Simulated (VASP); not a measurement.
Write the native input for VASP 6.6.1 that does the following.

```yaml
Task: single point
Functional: PBE
Potentials_or_basis: VASP PAW PBE potentials, release 64 (Cd, Te)
Cutoff: 520 eV
k_mesh: 6 × 6 × 6
Occupations: fermi-dirac, width 0.05 eV
Spin: no spin polarisation
Dipole_correction: no
Further_INCAR_settings: ALGO = Normal; EDIFF = 1e-06; NBANDS = 16
```

The structure of CdTe lies in POSCAR:

```
CdTe
1.0
    0.0000000000      3.2050000000      3.1569250000
    3.2050000000      0.0000000000      3.1569250000
    3.2050000000      3.2050000000      0.0000000000
Cd Te
1 1
Direct
    0.0000000000      0.0000000000      0.0000000000
    0.2500000000      0.2500000000      0.2500000000
```

One way to write it, as run:

INCAR

```
SYSTEM = CdTe
PREC = Accurate
ENCUT = 520
EDIFF = 1E-6
ISMEAR = -1
SIGMA = 0.05
LREAL = .False.
LASPH = .True.
NELM = 60
ALGO = Normal
ISIF = 2
LWAVE = .False.
LCHARG = .True.
GGA = PE
LELF = .True.
LVHAR = .True.
NBANDS = 16
```

KPOINTS

```
Automatic mesh
0
Gamma
  6 6 6
  0 0 0
```

Potentials or basis: VASP PAW PBE potentials, release 64 (Cd, Te).

Launch:

```bash
$ cat potpaw_PBE.64/Cd/POTCAR potpaw_PBE.64/Te/POTCAR > POTCAR
$ mpirun -np 1 vasp_std > vasp.out
```

It gave:

```
Pressure               : 5.3 GPa
Band gap on the k mesh : 0.88 eV, direct
```

Caveat: spin-orbit coupling is left out, which moves the levels of the heavy elements.

It used 28 s of CPU time on 1 thread of Intel Xeon 6975P-C, with other jobs on the host.
